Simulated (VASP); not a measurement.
InAs, 12 atoms in the cell. The cell holds a slab with vacuum, 12 atoms: a = 4.375 Å, b = 6.187 Å, c = 25.937 Å, α = 90.00°, β = 90.00°, γ = 90.00°. 

| Property | Result |
| --- | --- |
| Program | VASP 6.6.1 |
| Task | single point |
| Functional | PBE |
| Potentials or basis | VASP PAW PBE potentials, release 64 (In_d, As) |
| Cutoff | 520 eV |
| k mesh | 8 × 6 × 1 |
| Occupations | gaussian, width 0.1 eV |
| Spin | no spin polarisation |
| Dipole correction | yes |
| Further INCAR settings | ALGO = Normal; EDIFF = 1e-06; NBANDS = 66 |

Potentials or basis: VASP PAW PBE potentials, release 64 (In_d, As).

Command:

```sh
$ cat potpaw_PBE.64/In_d/POTCAR potpaw_PBE.64/As/POTCAR > POTCAR
$ mpirun -np 1 vasp_std > vasp.out
```

Hardware: 1 thread of Intel(R) Xeon(R) 6975P-C (Granite Rapids), on a shared host.

How long does it take, and how much memory?

Wall time 23 min on 1 thread of Intel(R) Xeon(R) 6975P-C (Granite Rapids) (shared host), peak memory 1.1 GiB. Counts: scf iterations 24, k points 20.
